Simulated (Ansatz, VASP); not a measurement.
# Two plane-wave programs on MgHgSe2

Contents of INCAR:

```
SYSTEM = MgHgSe2
ALGO = Normal
EDIFF = 1E-6
ENCUT = 520
GGA = PE
ISIF = 2
ISMEAR = 0
LASPH = .True.
LCHARG = .False.
LREAL = .False.
LWAVE = .False.
NBANDS = 21
NELM = 60
PREC = Accurate
SIGMA = 0.01
```

KPOINTS

```
k-points
0
Gamma
  6 6 4
  0 0 0
```

POSCAR

```
MgHgSe2
1.0
    4.4393238793      0.0000000000      0.0000000000
    0.0000000000      4.4393238793      0.0000000000
    0.0000000000      0.0000000000      6.1749883930
Mg Se Hg
1 2 1
Direct
    0.0000000000      0.0000000000      0.0000000000
    0.0000000000      0.5000000000      0.2351894040
    0.5000000000      0.0000000000      0.7648105960
    0.5000000000      0.5000000000      0.5000000000
```

Input for Ansatz:

```yaml
crystal:
  lattice:
    - [4.4393238793, 0.0, 0.0]
    - [0.0, 4.4393238793, 0.0]
    - [0.0, 0.0, 6.174988393]
  atoms:
    - { symbol: Mg, position: [0.0, 0.0, 0.0] }
    - { symbol: Se, position: [0.0, 0.5, 0.235189404] }
    - { symbol: Hg, position: [0.5, 0.5, 0.5] }
    - { symbol: Se, position: [0.5, 0.0, 0.764810596] }
kpoints:
  mp_grid: { grid: [6, 6, 4] }
hamiltonian:
  xc: pbe
scf:
  occupations: { method: fixed }
  n_extra_bands: 5
output:
  forces: true
  stress: true
  eigenvalues: true
```

Alike in both runs: task single point; functional PBE; k mesh 6 × 6 × 4; no spin polarisation.

|  | VASP | Ansatz |
| --- | --- | --- |
| version | VASP 6.6.1 | Ansatz 0.2.0 |
| potentials or method | VASP PAW PBE potentials, release 64 (Mg, Se, Hg) | plane waves, PAW |
| plane-wave cutoff (eV) | 520 | 420 |
| occupations | gaussian, width 0.01 eV | fixed |
| valence electrons in the cell | 26 | 62 |

|  | VASP | Ansatz | Ansatz less VASP |
| --- | --- | --- | --- |
| gap on the k mesh at the Fermi level (eV) | 0.43 | 0.44 | +0.005 |
| pressure (GPa) | -2.2 | -2.2 | -0.05 |
| rms of the force components (eV/Å) | 0.000 | 0.012 | +0.0117 |

VASP's potentials hold 26 valence electrons a cell and Ansatz's 62, so a difference there can come from the potentials and not from the codes.

Spin-orbit coupling is off throughout.
